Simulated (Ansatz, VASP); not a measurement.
## SrCl2 in VASP and in Ansatz

```
Sr Cl
1.0
     0.00000    3.39836    3.48550
     3.57264    0.00000    3.48550
     3.57264    3.39836    0.00000
Sr Cl
1 2
Direct
  0.00000 0.00000 0.00000
  0.25000 0.25000 0.25000
  0.75000 0.75000 0.75000
```

Change from the starting cell: strain +0.0250 x Voigt [1, -1, 0, 0, 0, 0], atoms carried along.

Alike in both runs: task single point; functional PBE; k mesh 6 × 6 × 6; occupations gaussian, width 0.05 eV; no spin polarisation.

|  | VASP | Ansatz |
| --- | --- | --- |
| version | VASP 6.6.1 | Ansatz 0.2.0 |
| potentials or method | VASP PAW PBE potentials, release 64 (Sr_sv, Cl), cutoff 520 eV | scalar-relativistic, plane waves, PAW |
| valence electrons in the cell | 24 | 24 |

Ansatz gave:

| Property | Result |
| --- | --- |
| gap on the k mesh at the Fermi level (eV) | 5.13 |
| least direct gap on the mesh (eV) | 5.33 |
| pressure (GPa) | 1.1 |
| traceless stress, the component that is largest in VASP (GPa) | 1.33 |

**Question.** Which values does VASP return?

**Answer.** gap on the k mesh at the Fermi level (eV): 5.12; least direct gap on the mesh (eV): 5.33; pressure (GPa): 1.2; traceless stress, the component that is largest in VASP (GPa): 1.32.
